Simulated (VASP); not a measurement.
Set up this calculation in VASP 6.6.1, as the native input.

```
Task                   : single point
Functional             : PBEsol
Potentials or basis    : VASP PAW PBE potentials, release 64 (Ta_pv, N)
Cutoff                 : 520 eV
k mesh                 : 16 × 16 × 16
Occupations            : gaussian, width 0.1 eV
Spin                   : no spin polarisation
Dipole correction      : no
Further INCAR settings : ALGO = Normal; EDIFF = 1e-07; NBANDS = 15
```

The structure of TaN lies in POSCAR:

```
TaN
1.0
    0.0000000000      2.2095079390      2.2095079390
    2.2095079390      0.0000000000      2.2095079390
    2.2095079390      2.2095079390      0.0000000000
Ta N
1 1
Direct
    0.5000000000      0.5000000000      0.5000000000
    0.0000000000      0.0000000000      0.0000000000
```

This cell differs from its parent crystal: volume scaled by 1.03.

These files were run (other wordings do the same):

INCAR

```
ALGO = Normal ; EDIFF = 1E-7
ENCUT = 520 ; GGA = PS
ISIF = 2 ; ISMEAR = 0
LASPH = T ; LCHARG = F
LREAL = F ; LWAVE = F
NBANDS = 15 ; NELM = 60
PREC = Accurate ; SIGMA = 0.1
```

KPOINTS

```
k-points
0
Gamma
  16 16 16
```

Potentials or basis: VASP PAW PBE potentials, release 64 (Ta_pv, N).

Run with:

```bash
$ cat potpaw_PBE.64/Ta_pv/POTCAR potpaw_PBE.64/N/POTCAR > POTCAR
$ mpirun -np 1 vasp_std > vasp.out
```

It gave:

```yaml
Pressure: -9.0 GPa
Band_gap_on_the_k_mesh: zero (band 8 reaches 11.08 eV, above the bottom of band 9 at 7.12 eV)
```

Caveat: the PAW data sets were made with another functional, which shifts forces and pressure a little; spin-orbit coupling is left out, which moves the levels of the heavy elements.

Wall time 16 s on 1 thread of Intel(R) Xeon(R) 6975P-C (Granite Rapids), on a shared host, peak memory 0.17 GiB.
